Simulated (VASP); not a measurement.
Write the native input for VASP 6.6.1 that does the following.

```
Task                   : dielectric tensor
Functional             : PBE
Potentials or basis    : VASP PAW PBE potentials, release 64 (Cl)
Cutoff                 : 520 eV
k mesh                 : 6 × 6 × 4
Occupations            : gaussian, width 0.01 eV
Spin                   : no spin polarisation
Dipole correction      : no
Further INCAR settings : ALGO = Normal; EDIFF = 1e-08
```

The structure of Cl lies in POSCAR:

```
Cl
1.0
    3.1252370394     -2.0072451632      0.0000000000
    3.1252370394      2.0072451632      0.0000000000
    0.0000000000      0.0000000000      8.1465600009
Cl
4
Direct
    0.8756350364      0.1243649636      0.6074783301
    0.1243649636      0.8756350364      0.3925216699
    0.6243649636      0.3756350364      0.1074783301
    0.3756350364      0.6243649636      0.8925216699
```

These files were run (other wordings do the same):

INCAR

```
  ALGO = Normal
  EDIFF = 1E-8
  ENCUT = 520
  GGA = PE
  ISIF = 2
  ISMEAR = 0
  LASPH = True
  LCHARG = False
  LEPSILON = True
  LREAL = False
  LWAVE = False
  NELM = 60
  PREC = Accurate
  SIGMA = 0.01
```

KPOINTS

```
k-points
0
Gamma
  6 6 4
```

Potentials or basis: VASP PAW PBE potentials, release 64 (Cl).

Command:

```sh
$ cat potpaw_PBE.64/Cl/POTCAR > POTCAR
$ mpirun -np 1 vasp_std > vasp.out
```

Results of the run:

```json
{
 "Band gap on the k mesh": "2.25 eV",
 "Electronic dielectric tensor (diagonal)": "2.40, 3.64, 6.11",
 "Born charges (mean of the diagonal)": "Cl +0.00 e"
}
```

Wall time 11 min on 1 thread of Oxide Virtual Turin-like Processor, on a shared host, peak memory 0.31 GiB.
